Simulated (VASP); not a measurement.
Wanted: the native input for a VASP 6.6.1 run.

```yaml
Task: single point
Functional: PBE
Dispersion: D3(BJ)
Potentials_or_basis: VASP PAW PBE potentials, release 64 (Mo_sv, Te)
Cutoff: 500 eV
k_mesh: 12 × 12 × 4
Occupations: gaussian, width 0.02 eV
Spin: no spin polarisation
Dipole_correction: no
Further_INCAR_settings: ALGO = Normal; EDIFF = 1e-06; NBANDS = 35
```

The structure of Te2Mo lies in POSCAR:

```
Te2Mo
1.0
    3.5200000000      0.0000000000      0.0000000000
   -1.7600000000      3.0484094213      0.0000000000
    0.0000000000      0.0000000000     13.9700000000
Mo Te
2 4
Direct
    0.3333333333      0.6666666667      0.2500000000
    0.6666666667      0.3333333333      0.7500000000
    0.6666666667      0.3333333333      0.3798236293
    0.6666666667      0.3333333333      0.1201763707
    0.3333333333      0.6666666667      0.8798236293
    0.3333333333      0.6666666667      0.6201763707
```

These files were run (other wordings do the same):

INCAR

```
SYSTEM = Te2Mo
PREC     = Accurate       ! precision mode
ENCUT    = 500            ! plane-wave cutoff, eV
EDIFF    = 1E-6           ! SCF threshold, eV
ISMEAR   = 0              ! smearing method
SIGMA    = 0.02           ! smearing width, eV
LREAL    = .FALSE.        ! projectors in reciprocal space
LASPH    = .TRUE.         ! aspherical terms in the spheres
NELM     = 120            ! most SCF steps
ALGO     = Normal         ! electronic algorithm
ISIF     = 2              ! what is computed and relaxed
LWAVE    = .FALSE.        ! write WAVECAR
LCHARG   = .FALSE.        ! write CHGCAR
GGA      = PE             ! functional
IVDW     = 12             ! dispersion correction
NBANDS   = 35             ! bands
GGA_COMPAT= .FALSE.
```

KPOINTS

```
Automatic mesh
0
G
  12 12 4
  0 0 0
```

Potentials or basis: VASP PAW PBE potentials, release 64 (Mo_sv, Te).

Run with:

```sh
$ cat potpaw_PBE.64/Mo_sv/POTCAR potpaw_PBE.64/Te/POTCAR > POTCAR
$ mpirun -np 1 vasp_std > vasp.out
```

It gave:

```yaml
Pressure: -1.3 GPa
Largest_force: 0.013 eV/Å
Band_gap_on_the_k_mesh: 0.75 eV (least direct gap 1.05 eV)
Dispersion_energy_per_atom: -0.536 eV
```

Caveat: spin-orbit coupling is left out, which moves the levels of the heavy elements.

It took 8.3 min on 1 thread of Oxide Virtual Turin-like Processor, on a shared host, peak memory 0.4 GiB.
